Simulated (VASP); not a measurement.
# Co (P6/mmm) in VASP: notebook

Co is run at these levels: LDA; tasks: single point, relaxation of cell and atoms.

Program: VASP 6.6.1. These are calculated values, not measurements. Logs are shortened: lines on timing, memory, paths and dates and some standing lists are left out, and cuts for length are marked.

**1. The cell of the first run**

Symmetry: P6/mmm, No. 191, hexagonal system. The conventional cell has a = 3.817 Å, b = 3.817 Å, c = 2.336 Å, α = 90.00°, β = 90.00°, γ = 120.00°. Co (site symmetry 6/mmm) has 14 Co at 2.34 to 2.49 Å within 3.1 Å. Co (site symmetry -6m2) has 11 Co at 2.20 to 2.49 Å within 2.9 Å.

**2. Single point, LDA**

Input file INCAR:

```
PREC = Accurate ; ENCUT = 520
EDIFF = 1E-6 ; ISMEAR = -1
SIGMA = 0.1 ; LREAL = F
LASPH = T ; NELM = 60
ALGO = Normal ; ISIF = 2
LWAVE = F ; LCHARG = F
NBANDS = 20
```

Input file KPOINTS:

```
regular mesh
0
Gamma
  11 11 15
```

Input file POSCAR:

```
Co
1.0
    3.8165600701      0.0000000000      0.0000000000
   -1.9082800351      3.3052379758      0.0000000000
    0.0000000000      0.0000000000      2.3364785408
Co
3
Direct
    0.0000000000      0.0000000000      0.0000000000
    0.3333333333      0.6666666667      0.5000000000
    0.6666666667      0.3333333333      0.5000000000
```

Potentials or basis: VASP PAW LDA potentials, release 64 (Co).

Run with:

```console
cat potpaw_LDA.64/Co/POTCAR > POTCAR
mpirun -np 1 vasp_std > vasp.out
```

OUTCAR:

```text
PREC = Accurate
   ENCUT = 520
   EDIFF = 1E-6
   ISMEAR = -1
   LREAL = F
   LASPH = T
   NELM = 60
   ISIF = 2

 ion  position               nearest neighbor table
   1  0.000  0.000  0.000-   2 2.49   3 2.49   2 2.49   3 2.49   3 2.49   3 2.49   2 2.49   2 2.49
                             3 2.49   3 2.49   2 2.49   2 2.49
   2  0.333  0.667  0.500-   3 2.20   3 2.20   3 2.20   1 2.49   1 2.49   1 2.49   1 2.49   1 2.49
                             1 2.49
   3  0.667  0.333  0.500-   2 2.20   2 2.20   2 2.20   1 2.49   1 2.49   1 2.49   1 2.49   1 2.49
                             1 2.49

  LATTYP: Found a hexagonal cell.
 ALAT       =     3.8165600701
 C/A-ratio  =     0.6121948817

  Lattice vectors:

 A1 = (   3.8165600701,   0.0000000000,   0.0000000000)
 A2 = (  -1.9082800351,   3.3052379758,   0.0000000000)
 A3 = (   0.0000000000,   0.0000000000,   2.3364785408)

Analysis of symmetry for initial positions (statically):
=====================================================================
 Subroutine PRICEL returns:
 Original cell was already a primitive cell.

 Routine SETGRP: Setting up the symmetry group for a
 hexagonal supercell.

 Subroutine GETGRP returns: Found 24 space group operations
 (whereof 24 operations were pure point group operations)
 out of a pool of 24 trial point group operations.

The static configuration has the point symmetry D_6h.

Analysis of symmetry for dynamics (positions and initial velocities):
=====================================================================
 Subroutine PRICEL returns:
 Original cell was already a primitive cell.

 Routine SETGRP: Setting up the symmetry group for a
 hexagonal supercell.

 Subroutine GETGRP returns: Found 24 space group operations
 (whereof 24 operations were pure point group operations)
 out of a pool of 24 trial point group operations.

The dynamic configuration has the point symmetry D_6h.

 Subroutine INISYM returns: Found 24 space group operations
 (whereof 24 operations are pure point group operations),
 and found     1 'primitive' translations

----------------------------------------------------------------------------------------

                                     Primitive cell

  volume of cell :      29.4738

  direct lattice vectors                    reciprocal lattice vectors
     3.816560070  0.000000000  0.000000000     0.262016052  0.151275038  0.000000000
    -1.908280035  3.305237976  0.000000000     0.000000000  0.302550076  0.000000000
     0.000000000  0.000000000  2.336478541     0.000000000  0.000000000  0.427994515

  length of vectors
     3.816560070  3.816560070  2.336478541     0.302550076  0.302550076  0.427994515

  position of ions in fractional coordinates (direct lattice)
     0.000000000  0.000000000  0.000000000
     0.333333333  0.666666667  0.500000000
     0.666666667  0.333333333  0.500000000

  ion indices of the primitive-cell ions
   primitive index   ion index
                 1           1
                 2           2
                 3           3

----------------------------------------------------------------------------------------

 KPOINTS: regular mesh

Automatic generation of k-mesh.
 Grid dimensions read from file:
 generate k-points for:   11   11   15

 Generating k-lattice:

  Cartesian coordinates                     Fractional coordinates (reciprocal lattice)
     0.023819641  0.013752276  0.000000000     0.090909091  0.000000000  0.000000000
     0.000000000  0.027504552  0.000000000     0.000000000  0.090909091  0.000000000
     0.000000000  0.000000000  0.028532968     0.000000000  0.000000000  0.066666667

  Length of vectors
     0.027504552  0.027504552  0.028532968

  Shift w.r.t. Gamma in fractional coordinates (k-lattice)
     0.000000000  0.000000000  0.000000000

 Subroutine IBZKPT returns following result:
 ===========================================

 Found    128 irreducible k-points:

 Following reciprocal coordinates:
            Coordinates               Weight
  0.000000  0.000000  0.000000      1.000000
  0.090909  0.000000  0.000000      6.000000
  0.181818  0.000000  0.000000      6.000000
  0.272727  0.000000  0.000000      6.000000
  0.363636  0.000000  0.000000      6.000000
  0.454545  0.000000  0.000000      6.000000
[... 16 lines left out ...]
  0.090909  0.090909  0.066667     12.000000
  0.181818  0.090909  0.066667     24.000000
 [... further k-points ...]
   k-points           NKPTS =    128   k-points in BZ     NKDIM =    128   number of bands    NBANDS=     20
   number of dos      NEDOS =    301   number of ions     NIONS =      3
   total plane-waves  NPLWV =  14112
   dimension x,y,z NGX =    28 NGY =   28 NGZ =   18
   dimension x,y,z NGXF=    56 NGYF=   56 NGZF=   36
   ions per type =               3
   NGX,Y,Z   is equivalent  to a cutoff of  12.20, 12.20, 12.81 a.u.
   NGXF,Y,Z  is equivalent  to a cutoff of  24.39, 24.39, 25.61 a.u.
 SYSTEM =  unknown system
   PREC   = accura    normal or accurate (medium, high low for compatibility)
   ISTART =      0    job   : 0-new  1-cont  2-samecut
   ICHARG =      2    charge: 1-file 2-atom 10-const
   ISPIN  =      1    spin polarized calculation?
   LNONCOLLINEAR =      F non collinear calculations
   LSORBIT =      F    spin-orbit coupling
   LASPH  =      T    aspherical Exc in radial PAW
   ENCUT  =  520.0 eV  38.22 Ry    6.18 a.u.   7.10  7.10  4.34*2*pi/ulx,y,z
   NELM   =     60;   NELMIN=  2; NELMDL= -5     # of ELM steps
   EDIFF  = 0.1E-05   stopping-criterion for ELM
   LREAL  =      F    real-space projection
   EDIFFG = 0.1E-04   stopping-criterion for IOM
   NSW    =      0    number of steps for IOM
   IBRION =     -1    ionic relax: 0-MD 1-quasi-New 2-CG
   NFREE  =      0    steps in history (QN), initial steepest desc. (CG)
   ISIF   =      2    stress and relaxation
   ISYM   =      2    0-nonsym 1-usesym 2-fastsym
   POTIM  = 0.5000    time-step for ionic-motion
   TEBEG  =    0.0;   TEEND  =   0.0 temperature during run
   PSTRESS=    0.0 pullay stress
   NELECT =      27.0000    total number of electrons
   NUPDOWN=      -1.0000    fix difference up-down
   EMIN   =  10.00;   EMAX   =-10.00  energy-range for DOS
   EFERMI =   0.00;   METHOD = LEGACY
   ISMEAR =    -1;   SIGMA  =   0.10  broadening in eV -4-tet -1-fermi 0-gaus
   EFERMI_NEDOS =   21; number of points for ismear=-14 and -15
   IALGO  =     38    algorithm
   IMIX   =      4    mixing-type and parameters
     AMIX     =   0.40;   BMIX     =  1.00
     AMIX_MAG =   1.60;   BMIX_MAG =  1.00
  volume/ion in A,a.u.               =       9.82        66.30
  Fermi-wavevector in a.u.,A,eV,Ry     =   1.589951  3.004573 34.394790  2.527946
  Thomas-Fermi vector in A             =   2.688722
   LORBIT       =      0    0 simple, 1 ext, 2 COOP (PROOUT), +10 PAW based schemes
   GGA     = CA    functional components
   LHFCALC =     F    Hartree Fock is set to
   AEXX    =    0.0000 exact exchange contribution
   IVDW    =     0    specifies the selected vdW correction
   LEPSILON=     F    determine dielectric tensor
   LRPA    =     F    only Hartree local field effects (RPA)
 non-spin polarized calculation
  energy-cutoff  :      520.00
  volume of cell :       29.47
 maximum number of plane-waves:       807
   NGX = 15   NGY = 15   NGZ =  9

 number of electron      27.0000006 magnetization

 Free energy of the ion-electron system (eV)
  ---------------------------------------------------
  ext. energy  EPLUGINS =         0.00000000
  ---------------------------------------------------
  free energy    TOTEN  =       -23.76871677 eV

  energy without entropy =      -23.49398787  energy(sigma->0) =      -23.63135232

 E-fermi :  11.4437     XC(G=0): -14.3346

 val. band max:       11.4432426193   @ k =   0.1818   0.0000   0.2000
 cond. band min:      11.4469371325   @ k =   0.1818   0.1818   0.3333
 fundamental gap:      0.0036945132
 Fermi energy:        11.4437314529

 k-point     1 :       0.0000    0.0000    0.0000
  band No.  band energies     occupation
      1       2.0065      2.00000
      2       6.8233      2.00000
      3       8.2731      2.00000
      4       8.2731      2.00000
      5       8.2748      2.00000
      6       8.2748      2.00000
[... 12 lines left out ...]
     19      18.9254      0.00000
     20      18.9254      0.00000

 k-point     2 :       0.0909    0.0000    0.0000
  band No.  band energies     occupation
      1       2.1325      2.00000
      2       6.8413      2.00000
      3       7.8773      2.00000
      4       8.0450      2.00000
      5       8.3313      2.00000
      6       8.6324      2.00000
[... 12 lines left out ...]
     19      19.8372      0.00000
     20      20.5028      0.00000

 k-point     3 :       0.1818    0.0000    0.0000
  band No.  band energies     occupation
      1       2.5039      2.00000
      2       6.8332      2.00000
      3       7.4725      2.00000
      4       7.9375      2.00000
      5       8.0616      2.00000
      6       8.8238      2.00000
[... 12 lines left out ...]
     19      19.8803      0.00000
     20      22.1845      0.00000

 k-point     4 :       0.2727    0.0000    0.0000
  band No.  band energies     occupation
      1       3.1001      2.00000
      2       6.6214      2.00000
      3       7.2041      2.00000
      4       7.7790      2.00000
      5       7.9353      2.00000
      6       8.7434      2.00000
[... 429 lines left out ...]
 k-point    23 :       0.0909    0.0909    0.0667
  band No.  band energies     occupation
      1       2.5127      2.00000
      2       6.9433      2.00000
      3       7.6508      2.00000
      4       7.7038      2.00000
      5       8.4517      2.00000
      6       8.5831      2.00000
[... 12 lines left out ...]
     19      20.7565      0.00000
     20      20.8033      0.00000

 k-point    24 :       0.1818    0.0909    0.0667
  band No.  band energies     occupation
      1       2.9919      2.00000
      2       6.8220      2.00000
      3       7.3210      2.00000
      4       7.6275      2.00000
      5       8.2923      2.00000
      6       8.7936      2.00000
[... 12 lines left out ...]
     19      20.5397      0.00000
     20      22.2418      0.00000

 [... further k-points ...]

------------------------ aborting loop because EDIFF is reached ----------------------------------------

  FORCE on cell =-STRESS in cart. coord.  units (eV):
  Direction    XX          YY          ZZ          XY          YZ          ZX
  --------------------------------------------------------------------------------------
  -------------------------------------------------------------------------------------
  Total       -0.1594559     -0.1594559     -0.0645644      0.0000000      0.0000000      0.0000000
  in kB       -8.6679139     -8.6679139     -3.5096740      0.0000000      0.0000000      0.0000000
  external PRESSURE =      -6.9485006 kB  Pullay stress =       0.0000000 kB

 VOLUME and BASIS-vectors are now :
 -----------------------------------------------------------------------------
  energy-cutoff  :      520.00
  volume of cell :       29.47
      direct lattice vectors                 reciprocal lattice vectors
     3.816560070  0.000000000  0.000000000     0.262016052  0.151275038  0.000000000
    -1.908280035  3.305237976  0.000000000     0.000000000  0.302550076  0.000000000
     0.000000000  0.000000000  2.336478541     0.000000000  0.000000000  0.427994515

 POSITION                                       TOTAL-FORCE (eV/Angst)
 -----------------------------------------------------------------------------------
      0.00000      0.00000      0.00000        -0.000000      0.000000      0.000000
     -0.00000      2.20349      1.16824        -0.000000      0.000000      0.000000
      1.90828      1.10175      1.16824         0.000000      0.000000      0.000000
 -----------------------------------------------------------------------------------
    total drift:                                0.000000      0.000000     -0.000000

  FREE ENERGIE OF THE ION-ELECTRON SYSTEM (eV)
  ---------------------------------------------------
  free  energy   TOTEN  =       -23.7687167721 eV

  energy  without entropy=      -23.4939878749  energy(sigma->0) =      -23.63135232
```

Wall time 75 s (1 thread of Intel Xeon Platinum 8488C (Sapphire Rapids), shared host); peak memory 0.17 GiB.

Results:

| Quantity | Value |
| --- | --- |
| Free energy | -23.7687 eV |
| Pressure | -0.7 GPa |

Stress tensor (GPa, compression positive):
```
-0.87  0.00  0.00
 0.00 -0.87  0.00
 0.00  0.00 -0.35
```

Caveat: the run has no spin polarisation, though such a crystal can be magnetic. Spin polarisation is off, so any magnetic state and its effect on volume and gap are missing.

**3. Single point, LDA**

Input file INCAR:

```
  PREC = Accurate
  ENCUT = 520
  EDIFF = 1E-6
  ISMEAR = -1
  SIGMA = 0.1
  LREAL = F
  LASPH = T
  NELM = 60
  ALGO = Normal
  ISIF = 2
  LWAVE = F
  LCHARG = T
  GGA = CA
  LELF = T
  LVHAR = T
  NBANDS = 20
```

Input file KPOINTS:

```
Automatic mesh
0
Gamma
  13 13 18
```

POSCAR is that of step 2.

Potentials or basis: VASP PAW LDA potentials, release 64 (Co).

Run with:

```console
cat potpaw_LDA.64/Co/POTCAR > POTCAR
mpirun -np 1 vasp_std > vasp.out
```

Run time: 2.4 min. Hardware: 1 thread of Intel Xeon Platinum 8488C (Sapphire Rapids), shared host; peak memory 0.2 GiB.

The run converged. Its results:

```
Free energy : -23.7694 eV
Pressure    : -0.7 GPa
```

Stress tensor (GPa, compression positive):
```
-0.86  0.00  0.00
 0.00 -0.86  0.00
 0.00  0.00 -0.39
```

Levels at points of the mesh, in eV from the Fermi level:
| k point | band 11 | band 12 | band 13 | band 14 | band 15 | band 16 | band 17 | band 18 |
| --- | --- | --- | --- | --- | --- | --- | --- | --- |
| (0.00, 0.00, 0.00) | -1.07 | -1.07 | -1.04 | -1.04 | 0.50 | 0.50 | 7.45 | 7.45 |
| (0.00, 0.00, 0.50) | -0.01 | -0.01 | 0.21 | 0.21 | 1.01 | 1.92 | 2.83 | 10.96 |

Caveat: the run has no spin polarisation, though such a crystal can be magnetic.

**4. Relaxation of cell and atoms, LDA**

This run uses another cell than the first one, of 11.07 Å³/atom, 1.127 times its volume.

Input file INCAR:

```
ALGO = Normal
EDIFF = 1E-6
EDIFFG = -0.01
ENCUT = 600
GGA = CA
IBRION = 2
ISIF = 3
ISMEAR = -1
LASPH = T
LCHARG = F
LREAL = F
LWAVE = F
NELM = 100
NSW = 80
PREC = Accurate
SIGMA = 0.1
```

Input file KPOINTS:

```
k-points
0
Gamma
  9 9 13
```

Input file POSCAR:

```
Co
1.0
    3.9701439143      0.0000000000      0.0000000000
   -1.9850719572      3.4382454865      0.0000000000
    0.0000000000      0.0000000000      2.4336982195
Co
3
Direct
    0.0000000000      0.0000000000      0.0000000000
    0.3333333333      0.6666666667      0.5000000000
    0.6666666667      0.3333333333      0.5000000000
```

Run with:

```console
cat potpaw_LDA.64/Co/POTCAR > POTCAR
mpirun -np 1 vasp_std > vasp.out
```

Run time: 7.2 min. Hardware: 1 thread of Intel Xeon Platinum 8488C (Sapphire Rapids), shared host; peak memory 0.18 GiB.

It converged, with:

```yaml
Free_energy: -23.7719 eV
Relaxed_volume: 9.79 Å³/atom
Relaxed_cell: a = 3.812 Å, b = 3.812 Å, c = 2.333 Å, α = 90.00°, β = 90.00°, γ = 120.00°
Space_group_after_relaxing_to_0.05_Å: P6/mmm (No. 191)
Energy_gained_by_relaxing: 122.1 meV/atom
Ionic_steps: 9
Pressure_after_relaxing: 0.1 GPa
```

The path:
| step | energy change (eV) | largest force (eV/Å) | pressure (GPa) | volume (Å³) |
| --- | --- | --- | --- | --- |
| 1 | 0.0000 | 0.0000 | -27.00 | 33.22 |
| 2 | 0.4358 | 0.0000 | 68.95 | 25.03 |
| 3 | -0.3653 | 0.0000 | -1.41 | 29.51 |
| 4 | -0.3659 | 0.0000 | -0.40 | 29.40 |
| 5 | -0.3659 | 0.0000 | 0.45 | 29.33 |
| 6 | -0.3661 | 0.0000 | -0.56 | 29.43 |
| 7 | -0.3662 | 0.0000 | -0.27 | 29.40 |
| 8 | -0.3663 | 0.0000 | 0.22 | 29.35 |
| 9 | -0.3663 | 0.0000 | 0.06 | 29.37 |

Final structure:
```
Co
1.0
     3.81209    0.00000    0.00000
    -1.90604    3.30136    0.00000
     0.00000    0.00000    2.33332
Co
3
Direct
  0.00000 0.00000 0.00000
  0.33333 0.66667 0.50000
  0.66667 0.33333 0.50000
```

Levels at points of the mesh, in eV from the Fermi level:
```
           k point  band 10  band 11  band 12  band 13  band 14  band 15  band 16  band 17
(0.00, 0.00, 0.00)    -1.73    -1.08    -1.08    -1.05    -1.05     0.50     0.50     7.47
```

Caveat: the run has no spin polarisation, though such a crystal can be magnetic.

**5. Summary**

```csv
task,cell,k mesh,cutoff (eV),gap on the mesh (eV),pressure (GPa)
single point,"a = 3.817, b = 3.817, c = 2.336 Å, angles 90.0, 90.0, 120.0°, 3 atoms",11 × 11 × 15,520,none,-0.7
single point,"a = 3.817, b = 3.817, c = 2.336 Å, angles 90.0, 90.0, 120.0°, 3 atoms",13 × 13 × 18,520,none,-0.7
relaxation of cell and atoms,"relaxed from a = 3.970, b = 3.970, c = 2.434 Å, angles 90.0, 90.0, 120.0°, 3 atoms",9 × 9 × 13,600,none,0.1
```

Alike in all rows: level LDA; potentials or basis VASP PAW LDA potentials, release 64 (Co); no spin polarisation; smearing fermi-dirac 0.1 eV.

Caveats: the run has no spin polarisation, though such a crystal can be magnetic.

Total energies depend on the potentials used, so only differences within one code and one set of settings carry meaning.
